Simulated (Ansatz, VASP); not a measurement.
## CuO in VASP and in Ansatz

```xyz
4
Lattice="2.3447 -1.7134 0.0000 2.3447 1.7134 0.0000 -0.8606 0.0000 5.0594" Properties=species:S:1:pos:R:3 pbc="T T T"
Cu    1.1723    0.8457    0.0000
Cu    0.7421   -0.8457    2.5297
O     2.0724   -0.2841    1.2836
O     1.6421    0.2841    3.8133
```

Alike in both runs: task single point; functional PBE; k mesh 7 × 7 × 4; occupations fermi-dirac, width 0.05 eV; collinear spin; Hubbard terms Cu d U = 4.0 eV.

|  | VASP | Ansatz |
| --- | --- | --- |
| version | VASP 6.6.1 | Ansatz 0.2.0 |
| potentials or method | VASP PAW PBE potentials, release 64 (Cu, O), cutoff 520 eV | PAW, plane waves, scalar-relativistic |
| valence electrons in the cell | 34 | 50 |

```csv
,VASP,Ansatz,Ansatz less VASP
pressure (GPa),4.1,7.6,+3.56
"traceless stress, the component that is largest in VASP (GPa)",-0.74,-1.58,-0.837
rms of the force components (eV/Å),0.427,0.458,+0.0308
net moment per atom (μB),0.00,0.00,0.000
size of the moment on the site where the two differ most (μB),0.57,0.53,-0.041
```

Site moments also hang on the region over which each program counts them. The programs project onto different local orbitals, so the same U acts differently, and such runs can settle in different states. Atom by atom the forces differ by 0.031 eV/Å (rms over components). VASP's potentials hold 34 valence electrons a cell and Ansatz's 50, so a difference there can come from the potentials and not from the codes.
